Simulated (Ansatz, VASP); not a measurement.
# H2Os in VASP and in Ansatz

```
H Os
1.0
     2.56992    0.00000    0.00000
     0.00000    2.56992    0.00000
     0.00000    0.00000    4.59362
H Os
2 1
Cartesian
  1.2850 1.2850 0.9358
  1.2850 1.2850 3.6578
  0.0000 0.0000 0.0000
```

Change from the starting cell: species swapped into the Ga2Cu type (P4/mmm, No. 123).

Alike in both runs: task relaxation of cell and atoms; functional PBE; k mesh 18 × 18 × 10; occupations gaussian, width 0.1 eV; no spin polarisation.

|  | VASP | Ansatz |
| --- | --- | --- |
| version | VASP 6.6.1 | Ansatz 0.2.0 |
| potentials or method | VASP PAW PBE potentials, release 64 (H, Os), cutoff 600 eV | scalar-relativistic, plane waves, PAW |
| valence electrons in the cell | 10 | 18 |

Ansatz gave:

```
gap on the k mesh at the Fermi level, each at its own relaxed structure (eV) : none
relaxed volume (Å³/atom)                                                     : 9.77
relaxed length of the cell vector where the two differ most in proportion (Å)              : 4.387
```

Question: Which values does VASP return?

Answer: gap on the k mesh at the Fermi level, each at its own relaxed structure (eV): none; relaxed volume (Å³/atom): 10.12; relaxed length of the cell vector where the two differ most in proportion (Å): 4.542.

A gap of «none» marks a metal or a gap that the smearing closes. VASP's potentials hold 10 valence electrons a cell and Ansatz's 18, so a difference there can come from the potentials and not from the codes.

Neither program's run includes spin-orbit coupling.
